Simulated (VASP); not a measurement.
# Si3N4 (Fd-3m) in VASP: a series of runs, part 2 of 2

VASP 6.6.1.

## (3) Single point, PBE

Input file INCAR:

```
PREC = Accurate
ENCUT = 520
EDIFF = 1E-6
ISMEAR = 0
SIGMA = 0.01
LREAL = F
LASPH = T
NELM = 80
ALGO = Normal
ISIF = 2
LWAVE = F
LCHARG = F
GGA = PE
NBANDS = 45
```

Input file KPOINTS:

```
Automatic mesh
0
Gamma
  6 6 6
```

Input file POSCAR:

```
Si3N4
1.0
    0.0000000000      3.8946186203      3.8946186203
    3.8946186203      0.0000000000      3.8946186203
    3.8946186203      3.8946186203      0.0000000000
Si N
6 8
Direct
    0.1250000000      0.1250000000      0.6250000000
    0.1250000000      0.6250000000      0.1250000000
    0.6250000000      0.1250000000      0.1250000000
    0.1250000000      0.1250000000      0.1250000000
    0.7500000000      0.7500000000      0.7500000000
    0.5000000000      0.5000000000      0.5000000000
    0.3675422905      0.3675422905      0.3675422905
    0.3526268716      0.8824577095      0.8824577095
    0.8824577095      0.8824577095      0.3526268716
    0.8824577095      0.3526268716      0.8824577095
    0.3675422905      0.3675422905      0.8973731284
    0.3675422905      0.8973731284      0.3675422905
    0.8824577095      0.8824577095      0.8824577095
    0.8973731284      0.3675422905      0.3675422905
```

Potentials or basis: VASP PAW PBE potentials, release 64 (Si, N).

Started as:

```sh
cat potpaw_PBE.64/Si/POTCAR potpaw_PBE.64/N/POTCAR > POTCAR
mpirun -np 1 vasp_std > vasp.out
```

OUTCAR:

```text
PREC = Accurate
   ENCUT = 520
   EDIFF = 1E-6
   ISMEAR = 0
   LREAL = F
   LASPH = T
   NELM = 80
   ISIF = 2
   GGA = PE

 ion  position               nearest neighbor table
   1  0.125  0.125  0.625-   7 1.89  13 1.89  10 1.89  12 1.89   8 1.89  14 1.89   4 2.75   2 2.75
                             3 2.75   4 2.75   2 2.75   3 2.75
   2  0.125  0.625  0.125-   7 1.89  13 1.89   9 1.89  11 1.89   8 1.89  14 1.89   4 2.75   1 2.75
                             1 2.75   3 2.75   4 2.75   3 2.75
   3  0.625  0.125  0.125-   7 1.89  13 1.89  10 1.89  11 1.89  12 1.89   9 1.89   4 2.75   1 2.75
                             2 2.75   1 2.75   2 2.75   4 2.75
   4  0.125  0.125  0.125-   8 1.89   9 1.89  10 1.89  11 1.89  12 1.89  14 1.89   1 2.75   2 2.75
                             3 2.75   1 2.75   2 2.75   3 2.75
   5  0.750  0.750  0.750-   8 1.79   9 1.79  10 1.79  13 1.79
   6  0.500  0.500  0.500-  11 1.79  12 1.79  14 1.79   7 1.79
   7  0.368  0.368  0.368-   6 1.79   1 1.89   3 1.89   2 1.89
   8  0.353  0.882  0.882-   5 1.79   4 1.89   1 1.89   2 1.89
   9  0.882  0.882  0.353-   5 1.79   4 1.89   2 1.89   3 1.89
  10  0.882  0.353  0.882-   5 1.79   4 1.89   1 1.89   3 1.89
  11  0.368  0.368  0.897-   6 1.79   4 1.89   2 1.89   3 1.89
  12  0.368  0.897  0.368-   6 1.79   4 1.89   1 1.89   3 1.89
  13  0.882  0.882  0.882-   5 1.79   1 1.89   3 1.89   2 1.89
  14  0.897  0.368  0.368-   6 1.79   4 1.89   1 1.89   2 1.89

  LATTYP: Found a face centered cubic cell.
 ALAT       =     7.7892372406

  Lattice vectors:

 A1 = (   0.0000000000,   3.8946186203,   3.8946186203)
 A2 = (   3.8946186203,   0.0000000000,   3.8946186203)
 A3 = (   3.8946186203,   3.8946186203,   0.0000000000)

Analysis of symmetry for initial positions (statically):
=====================================================================
 Subroutine PRICEL returns:
 Original cell was already a primitive cell.

 Routine SETGRP: Setting up the symmetry group for a
 face centered cubic supercell.

 Subroutine GETGRP returns: Found 48 space group operations
 (whereof 24 operations were pure point group operations)
 out of a pool of 48 trial point group operations.

The static configuration has the point symmetry T_d .
 The point group associated with its full space group is O_h .

Analysis of symmetry for dynamics (positions and initial velocities):
=====================================================================
 Subroutine PRICEL returns:
 Original cell was already a primitive cell.

 Routine SETGRP: Setting up the symmetry group for a
 face centered cubic supercell.

 Subroutine GETGRP returns: Found 48 space group operations
 (whereof 24 operations were pure point group operations)
 out of a pool of 48 trial point group operations.

The dynamic configuration has the point symmetry T_d .
 The point group associated with its full space group is O_h .

 Subroutine INISYM returns: Found 48 space group operations
 (whereof 24 operations are pure point group operations),
 and found     1 'primitive' translations

----------------------------------------------------------------------------------------
[... 93 lines left out ...]
   dimension x,y,z NGX =    42 NGY =   42 NGZ =   42
   dimension x,y,z NGXF=    84 NGYF=   84 NGZF=   84
   ions per type =               6   8
   NGX,Y,Z   is equivalent  to a cutoff of  12.68, 12.68, 12.68 a.u.
   NGXF,Y,Z  is equivalent  to a cutoff of  25.35, 25.35, 25.35 a.u.
 SYSTEM =  unknown system
   PREC   = accura    normal or accurate (medium, high low for compatibility)
   ISTART =      0    job   : 0-new  1-cont  2-samecut
   ICHARG =      2    charge: 1-file 2-atom 10-const
   ISPIN  =      1    spin polarized calculation?
   LNONCOLLINEAR =      F non collinear calculations
   LSORBIT =      F    spin-orbit coupling
   LASPH  =      T    aspherical Exc in radial PAW
   ENCUT  =  520.0 eV  38.22 Ry    6.18 a.u.  10.24 10.24 10.24*2*pi/ulx,y,z
   NELM   =     80;   NELMIN=  2; NELMDL= -5     # of ELM steps
   EDIFF  = 0.1E-05   stopping-criterion for ELM
   LREAL  =      F    real-space projection
   EDIFFG = 0.1E-04   stopping-criterion for IOM
   NSW    =      0    number of steps for IOM
   IBRION =     -1    ionic relax: 0-MD 1-quasi-New 2-CG
   NFREE  =      0    steps in history (QN), initial steepest desc. (CG)
   ISIF   =      2    stress and relaxation
   ISYM   =      2    0-nonsym 1-usesym 2-fastsym
   POTIM  = 0.5000    time-step for ionic-motion
   TEBEG  =    0.0;   TEEND  =   0.0 temperature during run
   PSTRESS=    0.0 pullay stress
   NELECT =      64.0000    total number of electrons
   NUPDOWN=      -1.0000    fix difference up-down
   EMIN   =  10.00;   EMAX   =-10.00  energy-range for DOS
   EFERMI =   0.00;   METHOD = LEGACY
   ISMEAR =     0;   SIGMA  =   0.01  broadening in eV -4-tet -1-fermi 0-gaus
   EFERMI_NEDOS =   21; number of points for ismear=-14 and -15
   IALGO  =     38    algorithm
   IMIX   =      4    mixing-type and parameters
     AMIX     =   0.40;   BMIX     =  1.00
     AMIX_MAG =   1.60;   BMIX_MAG =  1.00
  volume/ion in A,a.u.               =       8.44        56.95
  Fermi-wavevector in a.u.,A,eV,Ry     =   1.334525  2.521886 24.231373  1.780956
  Thomas-Fermi vector in A             =   2.463299
   LORBIT       =      0    0 simple, 1 ext, 2 COOP (PROOUT), +10 PAW based schemes
   GGA     = PE    functional components
   LHFCALC =     F    Hartree Fock is set to
   AEXX    =    0.0000 exact exchange contribution
   IVDW    =     0    specifies the selected vdW correction
   LEPSILON=     F    determine dielectric tensor
   LRPA    =     F    only Hartree local field effects (RPA)
 non-spin polarized calculation
 Gauss-broadening in eV      SIGMA  =   0.01
  energy-cutoff  :      520.00
  volume of cell :      118.15
 maximum number of plane-waves:      3218
 NGX is ok and might be reduce to    42
   NGX = 21   NGY = 21   NGZ = 21

 number of electron      64.0000005 magnetization

 Free energy of the ion-electron system (eV)
  ---------------------------------------------------
  ext. energy  EPLUGINS =         0.00000000
  ---------------------------------------------------
  free energy    TOTEN  =      -112.48428582 eV

  energy without entropy =     -112.48428582  energy(sigma->0) =     -112.48428582

 E-fermi :   9.1617     XC(G=0): -12.2157

 val. band max:        9.0897757903   @ k =  -0.1667   0.1667   0.0000
 cond. band min:      12.4208471818   @ k =   0.0000   0.0000   0.0000
 fundamental gap:      3.3310713915
 Fermi energy:         9.1616875327

 k-point     1 :       0.0000    0.0000    0.0000
  band No.  band energies     occupation
      1      -9.6675      2.00000
      2      -6.3981      2.00000
      3      -5.4771      2.00000
      4      -5.4771      2.00000
      5      -5.4771      2.00000
      6      -4.5167      2.00000
[... 741 lines left out ...]
     43      18.8759      0.00000
     44      18.8759      0.00000
 [bands above 44 left out]

------------------------ aborting loop because EDIFF is reached ----------------------------------------

  FORCE on cell =-STRESS in cart. coord.  units (eV):
  Direction    XX          YY          ZZ          XY          YZ          ZX
  --------------------------------------------------------------------------------------
  -------------------------------------------------------------------------------------
  Total       -0.1362595     -0.1362595     -0.1362595      0.0000000      0.0000000      0.0000000
  in kB       -1.8477905     -1.8477905     -1.8477905      0.0000000      0.0000000      0.0000000
  external PRESSURE =      -1.8477905 kB  Pullay stress =       0.0000000 kB

 VOLUME and BASIS-vectors are now :
 -----------------------------------------------------------------------------
  energy-cutoff  :      520.00
  volume of cell :      118.15
      direct lattice vectors                 reciprocal lattice vectors
     0.000000000  3.894618620  3.894618620    -0.128382275  0.128382275  0.128382275
     3.894618620  0.000000000  3.894618620     0.128382275 -0.128382275  0.128382275
     3.894618620  3.894618620  0.000000000     0.128382275  0.128382275 -0.128382275

 POSITION                                       TOTAL-FORCE (eV/Angst)
 -----------------------------------------------------------------------------------
      2.92096      2.92096      0.97365         0.000000     -0.000000      0.000000
      2.92096      0.97365      2.92096         0.000000     -0.000000      0.000000
      0.97365      2.92096      2.92096         0.000000     -0.000000      0.000000
      0.97365      0.97365      0.97365         0.000000     -0.000000      0.000000
      5.84193      5.84193      5.84193         0.000000     -0.000000      0.000000
      3.89462      3.89462      3.89462         0.000000     -0.000000      0.000000
      2.86287      2.86287      2.86287         0.004044      0.004044      0.004044
      6.87367      4.81018      4.81018        -0.004044      0.004044      0.004044
      4.81018      4.81018      6.87367         0.004044      0.004044     -0.004044
      4.81018      6.87367      4.81018         0.004044     -0.004044      0.004044
      4.92636      4.92636      2.86287        -0.004044     -0.004044      0.004044
      4.92636      2.86287      4.92636        -0.004044      0.004044     -0.004044
      6.87367      6.87367      6.87367        -0.004044     -0.004044     -0.004044
      2.86287      4.92636      4.92636         0.004044     -0.004044     -0.004044
 -----------------------------------------------------------------------------------
    total drift:                                0.000000     -0.000000      0.000000

  FREE ENERGIE OF THE ION-ELECTRON SYSTEM (eV)
  ---------------------------------------------------
  free  energy   TOTEN  =      -112.4842858193 eV

  energy  without entropy=     -112.4842858193  energy(sigma->0) =     -112.48428582
```

Wall time 41 s (1 thread of Intel Xeon 6975P-C (Granite Rapids), shared host); peak memory 0.27 GiB.

What came out:

```
Free energy            : -112.4843 eV
Pressure               : -0.2 GPa
Largest force          : 0.007 eV/Å
Band gap on the k mesh : 3.33 eV, indirect (least direct gap 3.37 eV)
```

Forces on the atoms (eV/Å):
```
Si   0.000  0.000  0.000
Si   0.000  0.000  0.000
Si   0.000  0.000  0.000
Si   0.000  0.000  0.000
Si   0.000  0.000  0.000
Si   0.000  0.000  0.000
N    0.004  0.004  0.004
N   -0.004  0.004  0.004
N    0.004  0.004 -0.004
N    0.004 -0.004  0.004
N   -0.004 -0.004  0.004
N   -0.004  0.004 -0.004
N   -0.004 -0.004 -0.004
N    0.004 -0.004 -0.004
```

A k mesh can miss the band edges. Expect the measured gap to be larger: semilocal functionals such as PBE lack the derivative discontinuity.

## (4) Relaxation of cell and atoms, PBE

Input file INCAR:

```
ALGO = Normal
EDIFF = 1E-7
EDIFFG = -0.001
ENCUT = 600
GGA = PE
IBRION = 2
ISIF = 3
ISMEAR = 0
LASPH = True
LCHARG = False
LREAL = False
LWAVE = False
NELM = 100
NSW = 80
PREC = Accurate
SIGMA = 0.01
```

Input file KPOINTS:

```
k-points
0
Gamma
  6 6 6
```

POSCAR is that of step 3.

Started as:

```sh
cat potpaw_PBE.64/Si/POTCAR potpaw_PBE.64/N/POTCAR > POTCAR
mpirun -np 1 vasp_std > vasp.out
```

It took 4.9 min on 1 thread of Intel Xeon Platinum 8488C (Sapphire Rapids), shared host; peak memory 0.35 GiB.

The run converged. Its results:

| Quantity | Value |
| --- | --- |
| Free energy | -112.4972 eV |
| Relaxed volume | 8.43 Å³/atom |
| Relaxed cell | a = 5.506 Å, b = 5.506 Å, c = 5.506 Å, α = 60.00°, β = 60.00°, γ = 60.00° |
| Space group after relaxing (to 0.05 Å) | Fd-3m (No. 227) |
| Energy gained by relaxing | 0.0 meV/atom |
| Ionic steps | 6 |
| Pressure after relaxing | 0.0 GPa |
| Band gap on the k mesh | 3.34 eV, indirect (least direct gap 3.38 eV) |

Step by step:
```csv
step,energy change (eV),largest force (eV/Å),pressure (GPa),volume (Å³)
1,0.0000,0.0058,-0.32,118.15
2,0.0001,0.0017,0.39,117.86
3,-0.0001,0.0039,0.01,118.02
4,-0.0001,0.0039,0.00,118.02
5,-0.0001,0.0038,-0.01,118.02
6,-0.0001,0.0001,0.00,118.02
```

Final structure:
```cif
data_structure
_symmetry_space_group_name_H-M 'P 1'
_symmetry_Int_Tables_number 1
_cell_length_a 5.5058
_cell_length_b 5.5058
_cell_length_c 5.5058
_cell_angle_alpha 60.000
_cell_angle_beta 60.000
_cell_angle_gamma 60.000
_cell_volume 118.02
loop_
_atom_site_label
_atom_site_type_symbol
_atom_site_fract_x
_atom_site_fract_y
_atom_site_fract_z
_atom_site_occupancy
Si1 Si 0.12500 0.12500 0.62500 1
Si2 Si 0.12500 0.62500 0.12500 1
Si3 Si 0.62500 0.12500 0.12500 1
Si4 Si 0.12500 0.12500 0.12500 1
Si5 Si 0.75000 0.75000 0.75000 1
Si6 Si 0.50000 0.50000 0.50000 1
N1 N 0.36756 0.36756 0.36756 1
N2 N 0.35267 0.88244 0.88244 1
N3 N 0.88244 0.88244 0.35267 1
N4 N 0.88244 0.35267 0.88244 1
N5 N 0.36756 0.36756 0.89733 1
N6 N 0.36756 0.89733 0.36756 1
N7 N 0.88244 0.88244 0.88244 1
N8 N 0.89733 0.36756 0.36756 1
```

Levels at points of the mesh, in eV from the valence-band top:
| k point | band 29 | band 30 | band 31 | band 32 | band 33 | band 34 | band 35 | band 36 |
| --- | --- | --- | --- | --- | --- | --- | --- | --- |
| (0.00, 0.00, 0.00) | -0.16 | -0.04 | -0.04 | -0.04 | 3.34 | 3.34 | 3.34 | 4.88 |
| (0.50, 0.00, 0.00) | -0.47 | -0.47 | -0.34 | -0.34 | 4.92 | 5.76 | 5.76 | 6.23 |
| (0.50, 0.50, 0.00) | -1.10 | -1.10 | -0.43 | -0.43 | 6.63 | 6.63 | 6.94 | 6.94 |

## (5) The runs side by side

| task | cell | cutoff (eV) | smearing | gap on the mesh (eV) | pressure (GPa) | largest force (eV/Å) |
| --- | --- | --- | --- | --- | --- | --- |
| single point | a = 5.508 Å, angles 60.0°, 14 atoms | 520 | gaussian 0.02 eV | 3.33 | -0.2 | 0.01 |
| single point | a = 5.508 Å, angles 60.0°, 14 atoms | 520 | gaussian 0.01 eV | 3.33 | -0.2 | 0.01 |
| relaxation of cell and atoms | relaxed from a = 5.508 Å, angles 60.0°, 14 atoms | 600 | gaussian 0.01 eV | 3.34 | 0.0 | - |

Alike in all rows: level PBE; potentials or basis VASP PAW PBE potentials, release 64 (Si, N); no spin polarisation; k mesh 6 × 6 × 6.

Total energies depend on the potentials used, so only differences within one code and one set of settings carry meaning.
